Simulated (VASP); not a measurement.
# AlN (P1) in VASP: notebook

Runs on AlN. Level: PBE. Tasks: single point.

All numbers are computed with VASP 6.6.1; they aren't measurements. Logs are shortened: lines on timing, memory, paths and dates and some standing lists are left out, and cuts for length are marked.

## Step 1: The cell of the first run

The typed cell holds 4 atoms: a = 3.276 Å, b = 3.320 Å, c = 4.463 Å, α = 93.06°, β = 88.02°, γ = 126.30°.

## Step 2: Single point, PBE (atoms moved at random and the cell strained at random)

Input file INCAR:

```
PREC     = Accurate       # precision mode
ENCUT    = 520            # plane-wave cutoff, eV
EDIFF    = 1E-6           # SCF threshold, eV
ISMEAR   = 0              # smearing method
SIGMA    = 0.05           # smearing width, eV
LREAL    = False          # projectors in reciprocal space
LASPH    = True           # aspherical terms in the spheres
NELM     = 80             # most SCF steps
ALGO     = Normal         # electronic algorithm
ISIF     = 2              # what is computed and relaxed
LWAVE    = False          # write WAVECAR
LCHARG   = False          # write CHGCAR
GGA      = PE             # functional
NBANDS   = 16             # bands
```

Input file KPOINTS:

```
Automatic mesh
0
Gamma
  6 6 4
```

Input file POSCAR:

```
AlN
1.0
    3.2700969698     -0.1938182793      0.0499944603
   -1.8029000385      2.7868764590     -0.0806939157
    0.0799975093     -0.1029089864      4.4607515461
Al N
2 2
Direct
    0.3510025803      0.6817442065     -0.0567714116
    0.5941995236      0.2102939272      0.5209444624
    0.4246266692      0.7814406159      0.3612570181
    0.6301712270      0.3265212503      0.9445699311
```

Potentials or basis: VASP PAW PBE potentials, release 64 (Al, N).

Started as:

```sh
> cat potpaw_PBE.64/Al/POTCAR potpaw_PBE.64/N/POTCAR > POTCAR
> mpirun -np 1 vasp_std > vasp.out
```

OUTCAR:

```text
PREC = Accurate
   ENCUT = 520
   EDIFF = 1E-6
   ISMEAR = 0
   LREAL = False
   LASPH = True
   NELM = 80
   ISIF = 2
   GGA = PE

 ion  position               nearest neighbor table
   1  0.351  0.682  0.943-   4 1.76   4 1.87   3 1.88   4 1.92   2 2.42   2 2.75   2 2.77   2 2.89
                             2 3.26
   2  0.594  0.210  0.521-   3 1.35   4 1.90   3 2.33   3 2.41   1 2.42   1 2.75   1 2.77   1 2.89
                             1 3.26
   3  0.425  0.781  0.361-   2 1.35   1 1.88   2 2.33   2 2.41
   4  0.630  0.327  0.945-   1 1.76   1 1.87   2 1.90   1 1.92

  LATTYP: Found a triclinic cell.
 ALAT       =     5.3915491073
 B/A-ratio  =     0.5526284552
 C/A-ratio  =     1.3369826702
 COS(alpha) =     0.0001686295
 COS(beta)  =     0.4290838975
 COS(gamma) =     0.8379702236

  Lattice vectors:

 A1 = (   0.3357031072,  -5.3799346387,   0.1113933711)
 A2 = (  -1.4671969313,  -2.5930581797,   0.0306994554)
 A3 = (   4.9929994990,  -2.8777857519,  -4.3300631701)

Analysis of symmetry for initial positions (statically):
=====================================================================
 Subroutine PRICEL returns:
 Original cell was already a primitive cell.

 Routine SETGRP: Setting up the symmetry group for a
 triclinic supercell.

 Subroutine GETGRP returns: Found  1 space group operations
 (whereof  1 operations were pure point group operations)
 out of a pool of  2 trial point group operations.

The static configuration has the point symmetry C_1 .

Analysis of symmetry for dynamics (positions and initial velocities):
=====================================================================
 Subroutine PRICEL returns:
 Original cell was already a primitive cell.

 Routine SETGRP: Setting up the symmetry group for a
 triclinic supercell.

 Subroutine GETGRP returns: Found  1 space group operations
 (whereof  1 operations were pure point group operations)
 out of a pool of  2 trial point group operations.

The dynamic configuration has the point symmetry C_1 .

 Subroutine INISYM returns: Found  1 space group operations
 (whereof  1 operations are pure point group operations),
 and found     1 'primitive' translations

----------------------------------------------------------------------------------------

                                     Primitive cell

  volume of cell :      39.0659

  direct lattice vectors                    reciprocal lattice vectors
     3.270096970 -0.193818279  0.049994460     0.318007751  0.205699436 -0.000957576
    -1.802900039  2.786876459 -0.080693916     0.021999501  0.373294620  0.008217330
     0.079997509 -0.102908986  4.460751546    -0.003166148  0.004447406  0.224336853

  length of vectors
     3.276217203  3.320186810  4.462655512     0.378737515  0.374032587  0.224403269

  position of ions in fractional coordinates (direct lattice)
     0.351002580  0.681744206  0.943228588
     0.594199524  0.210293927  0.520944462
     0.424626669  0.781440616  0.361257018
     0.630171227  0.326521250  0.944569931

  ion indices of the primitive-cell ions
   primitive index   ion index
                 1           1
                 2           2
                 3           3
                 4           4

----------------------------------------------------------------------------------------

 KPOINTS: Automatic mesh

Automatic generation of k-mesh.
 Grid dimensions read from file:
 generate k-points for:    6    6    4

 Generating k-lattice:

  Cartesian coordinates                     Fractional coordinates (reciprocal lattice)
     0.053001292  0.034283239 -0.000159596     0.166666667  0.000000000 -0.000000000
     0.003666583  0.062215770  0.001369555     0.000000000  0.166666667 -0.000000000
    -0.000791537  0.001111851  0.056084213     0.000000000  0.000000000  0.250000000

  Length of vectors
     0.063122919  0.062338764  0.056100817

  Shift w.r.t. Gamma in fractional coordinates (k-lattice)
     0.000000000  0.000000000  0.000000000

 Subroutine IBZKPT returns following result:
 ===========================================

 Found     76 irreducible k-points:

 Following reciprocal coordinates:
            Coordinates               Weight
  0.000000  0.000000  0.000000      1.000000
  0.166667 -0.000000  0.000000      2.000000
  0.333333 -0.000000  0.000000      2.000000
  0.500000 -0.000000  0.000000      1.000000
  0.000000  0.166667  0.000000      2.000000
  0.166667  0.166667 -0.000000      2.000000
[... 16 lines left out ...]
  0.333333 -0.000000  0.250000      2.000000
  0.500000 -0.000000  0.250000      2.000000
 [... further k-points ...]
   k-points           NKPTS =     76   k-points in BZ     NKDIM =     76   number of bands    NBANDS=     16
   number of dos      NEDOS =    301   number of ions     NIONS =      4
   total plane-waves  NPLWV =  24192
   dimension x,y,z NGX =    24 NGY =   28 NGZ =   36
   dimension x,y,z NGXF=    48 NGYF=   56 NGZF=   72
   ions per type =               2   2
   NGX,Y,Z   is equivalent  to a cutoff of  12.18, 14.02, 13.41 a.u.
   NGXF,Y,Z  is equivalent  to a cutoff of  24.36, 28.04, 26.82 a.u.
 SYSTEM =  unknown system
   PREC   = accura    normal or accurate (medium, high low for compatibility)
   ISTART =      0    job   : 0-new  1-cont  2-samecut
   ICHARG =      2    charge: 1-file 2-atom 10-const
   ISPIN  =      1    spin polarized calculation?
   LNONCOLLINEAR =      F non collinear calculations
   LSORBIT =      F    spin-orbit coupling
   LASPH  =      T    aspherical Exc in radial PAW
   ENCUT  =  520.0 eV  38.22 Ry    6.18 a.u.   6.09  6.17  8.30*2*pi/ulx,y,z
   NELM   =     80;   NELMIN=  2; NELMDL= -5     # of ELM steps
   EDIFF  = 0.1E-05   stopping-criterion for ELM
   LREAL  =      F    real-space projection
   EDIFFG = 0.1E-04   stopping-criterion for IOM
   NSW    =      0    number of steps for IOM
   IBRION =     -1    ionic relax: 0-MD 1-quasi-New 2-CG
   NFREE  =      0    steps in history (QN), initial steepest desc. (CG)
   ISIF   =      2    stress and relaxation
   ISYM   =      2    0-nonsym 1-usesym 2-fastsym
   POTIM  = 0.5000    time-step for ionic-motion
   TEBEG  =    0.0;   TEEND  =   0.0 temperature during run
   PSTRESS=    0.0 pullay stress
   NELECT =      16.0000    total number of electrons
   NUPDOWN=      -1.0000    fix difference up-down
   EMIN   =  10.00;   EMAX   =-10.00  energy-range for DOS
   EFERMI =   0.00;   METHOD = LEGACY
   ISMEAR =     0;   SIGMA  =   0.05  broadening in eV -4-tet -1-fermi 0-gaus
   EFERMI_NEDOS =   21; number of points for ismear=-14 and -15
   IALGO  =     38    algorithm
   IMIX   =      4    mixing-type and parameters
     AMIX     =   0.40;   BMIX     =  1.00
     AMIX_MAG =   1.60;   BMIX_MAG =  1.00
  volume/ion in A,a.u.               =       9.77        65.91
  Fermi-wavevector in a.u.,A,eV,Ry     =   1.215763  2.297459 20.110491  1.478079
  Thomas-Fermi vector in A             =   2.351139
   LORBIT       =      0    0 simple, 1 ext, 2 COOP (PROOUT), +10 PAW based schemes
   GGA     = PE    functional components
   LHFCALC =     F    Hartree Fock is set to
   AEXX    =    0.0000 exact exchange contribution
   IVDW    =     0    specifies the selected vdW correction
   LEPSILON=     F    determine dielectric tensor
   LRPA    =     F    only Hartree local field effects (RPA)
 non-spin polarized calculation
 Gauss-broadening in eV      SIGMA  =   0.05
  energy-cutoff  :      520.00
  volume of cell :       39.07
 maximum number of plane-waves:      1072
   NGX = 13   NGY = 13   NGZ = 17

 number of electron      16.0000000 magnetization

 Free energy of the ion-electron system (eV)
  ---------------------------------------------------
  ext. energy  EPLUGINS =         0.00000000
  ---------------------------------------------------
  free energy    TOTEN  =       -21.62178164 eV

  energy without entropy =      -21.62178164  energy(sigma->0) =      -21.62178164

 E-fermi :   7.7908     XC(G=0): -11.1953

 val. band max:        7.5423910772   @ k =   0.0000   0.0000   0.0000
 cond. band min:      10.0194519379   @ k =   0.0000   0.0000   0.0000
 fundamental gap:      2.4770608607
 Fermi energy:         7.7908272272

 k-point     1 :       0.0000    0.0000    0.0000
  band No.  band energies     occupation
      1      -9.0446      2.00000
      2      -5.6636      2.00000
      3       0.6517      2.00000
      4       4.2430      2.00000
      5       5.6058      2.00000
      6       6.6071      2.00000
[... 8 lines left out ...]
     15      20.3997      0.00000
     16      21.2236      0.00000

 k-point     2 :       0.1667   -0.0000    0.0000
  band No.  band energies     occupation
      1      -8.6988      2.00000
      2      -5.5213      2.00000
      3       1.0411      2.00000
      4       3.7150      2.00000
      5       4.2823      2.00000
      6       5.9752      2.00000
[... 8 lines left out ...]
     15      19.7826      0.00000
     16      21.0712      0.00000

 k-point     3 :       0.3333   -0.0000    0.0000
  band No.  band energies     occupation
      1      -7.8380      2.00000
      2      -5.2826      2.00000
      3       1.6072      2.00000
      4       2.1990      2.00000
      5       3.5064      2.00000
      6       4.7140      2.00000
[... 8 lines left out ...]
     15      20.9085      0.00000
     16      22.1788      0.00000

 k-point     4 :       0.5000   -0.0000    0.0000
  band No.  band energies     occupation
      1      -7.2435      2.00000
      2      -5.2492      2.00000
      3       0.7076      2.00000
      4       2.8968      2.00000
      5       3.2732      2.00000
      6       4.2215      2.00000
[... 8 lines left out ...]
     15      21.7988      0.00000
     16      22.5294      0.00000

 k-point     5 :       0.0000    0.1667    0.0000
  band No.  band energies     occupation
      1      -8.6840      2.00000
      2      -5.5692      2.00000
      3       1.0668      2.00000
      4       3.5982      2.00000
      5       4.7413      2.00000
      6       5.6695      2.00000
[... 8 lines left out ...]
     15      19.8314      0.00000
     16      20.3390      0.00000

 k-point     6 :       0.1667    0.1667   -0.0000
  band No.  band energies     occupation
      1      -7.9969      2.00000
      2      -5.3906      2.00000
      3       1.8263      2.00000
      4       2.6012      2.00000
      5       3.3731      2.00000
      6       4.9130      2.00000
[... 8 lines left out ...]
     15      20.5916      0.00000
     16      21.5910      0.00000
[... 267 lines left out ...]
 k-point    21 :       0.0000    0.0000    0.2500
  band No.  band energies     occupation
      1      -8.7727      2.00000
      2      -6.2835      2.00000
      3       1.6132      2.00000
      4       4.3133      2.00000
      5       5.5856      2.00000
      6       5.8896      2.00000
[... 8 lines left out ...]
     15      20.1680      0.00000
     16      21.0550      0.00000

 k-point    22 :       0.1667    0.0000    0.2500
  band No.  band energies     occupation
      1      -8.4414      2.00000
      2      -6.0614      2.00000
      3       1.7303      2.00000
      4       3.7964      2.00000
      5       4.3113      2.00000
      6       5.7482      2.00000
[... 8 lines left out ...]
     15      19.6835      0.00000
     16      21.5480      0.00000

 k-point    23 :       0.3333   -0.0000    0.2500
  band No.  band energies     occupation
      1      -7.6270      2.00000
      2      -5.6139      2.00000
      3       1.2875      2.00000
      4       2.7853      2.00000
      5       3.6895      2.00000
      6       4.5778      2.00000
[... 8 lines left out ...]
     15      20.4038      0.00000
     16      21.5354      0.00000

 k-point    24 :       0.5000   -0.0000    0.2500
  band No.  band energies     occupation
      1      -7.0765      2.00000
      2      -5.4361      2.00000
      3       0.6228      2.00000
      4       2.9295      2.00000
      5       3.3169      2.00000
      6       3.8546      2.00000
[... 8 lines left out ...]
     15      21.0314      0.00000
     16      22.2262      0.00000

 [... further k-points ...]
[... 5 lines left out ...]
  --------------------------------------------------------------------------------------
  -------------------------------------------------------------------------------------
  Total        0.3121419     35.9073787     14.8984840     -4.3881317     16.4577200     -2.7177123
  in kB       12.8016183   1472.6394780    611.0191404   -179.9667974    674.9667934   -111.4592778
  external PRESSURE =     698.8200789 kB  Pullay stress =       0.0000000 kB

 VOLUME and BASIS-vectors are now :
 -----------------------------------------------------------------------------
  energy-cutoff  :      520.00
  volume of cell :       39.07
      direct lattice vectors                 reciprocal lattice vectors
     3.270096970 -0.193818279  0.049994460     0.318007751  0.205699436 -0.000957576
    -1.802900039  2.786876459 -0.080693916     0.021999501  0.373294620  0.008217330
     0.079997509 -0.102908986  4.460751546    -0.003166148  0.004447406  0.224336853

 POSITION                                       TOTAL-FORCE (eV/Angst)
 -----------------------------------------------------------------------------------
     -0.00585      1.73484      4.17004        -0.185898     -2.442522      3.645080
      1.60563      0.41729      2.33654        -4.285824     27.611956     10.751950
      0.00861      2.05830      1.56965         3.962418    -26.954556    -10.254067
      1.54760      0.69063      4.21865         0.509304      1.785122     -4.142964
 -----------------------------------------------------------------------------------
    total drift:                                0.000113      0.000697     -0.001551

  FREE ENERGIE OF THE ION-ELECTRON SYSTEM (eV)
  ---------------------------------------------------
  free  energy   TOTEN  =       -21.6217816385 eV

  energy  without entropy=      -21.6217816385  energy(sigma->0) =      -21.62178164
```

It took 15 s on 1 thread of Intel Xeon 6975P-C (Granite Rapids), shared host; peak memory 0.17 GiB.

What came out:

* Free energy: -21.6218 eV
* Pressure: 69.9 GPa
* Largest force: 29.940 eV/Å
* Band gap on the k mesh: 2.48 eV, direct

Forces in eV/Å, atoms in the order of the input:
```
Al   -0.186  -2.443   3.645
Al   -4.286  27.612  10.752
N     3.962 -26.955 -10.254
N     0.509   1.785  -4.143
```

Stress tensor (GPa, compression positive):
```
  1.28 -18.00 -11.15
-18.00 147.26  67.50
-11.15  67.50  61.10
```

Caveat: the cell differs from its parent crystal (atoms moved at random and the cell strained at random); forces of over 1 eV/Å act on the atoms, so gaps and moduli don't describe the material at rest.

(Part 1 of 2 ends here.)
